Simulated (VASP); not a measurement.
Crystal: NaHgF3.

```
Na Hg F
1.0
     4.49882    0.00000    0.00000
     0.00000    4.49882    0.00000
     0.00000    0.00000    4.56630
Na Hg F
1 1 3
Cartesian
  0.0000 0.0000 0.0000
  2.2494 2.2494 2.2832
  2.2494 2.2494 0.0000
  2.2494 0.0000 2.2832
  0.0000 2.2494 2.2832
```

This cell differs from its parent crystal: uniaxial z strain +1.5%.

Base run:

```yaml
Program: VASP 6.6.1
Functional: r2SCAN
Potentials_or_basis: VASP PAW PBE potentials, release 64 (Na_pv, Hg, F)
Cutoff: 520 eV
k_mesh: 6 × 6 × 6
Occupations: gaussian, width 0.01 eV
Spin: no spin polarisation
```

Its results: band gap on the k mesh 0.80 eV (least direct gap 3.60 eV); pressure -0.4 GPa.

Task: The run is repeated on the same cell with these changes: functional from r2SCAN to PBE; occupations from gaussian, width 0.01 eV to fermi-dirac, width 0.02 eV. What comes out?

Result: Band gap on the k mesh 0.28 eV (least direct gap 2.90 eV); pressure 1.8 GPa.

Caveats: spin-orbit coupling is left out, which moves the levels of the heavy elements; the PAW data sets were made with another functional, which shifts forces and pressure a little (at least some runs).

A k mesh can miss the band edges.
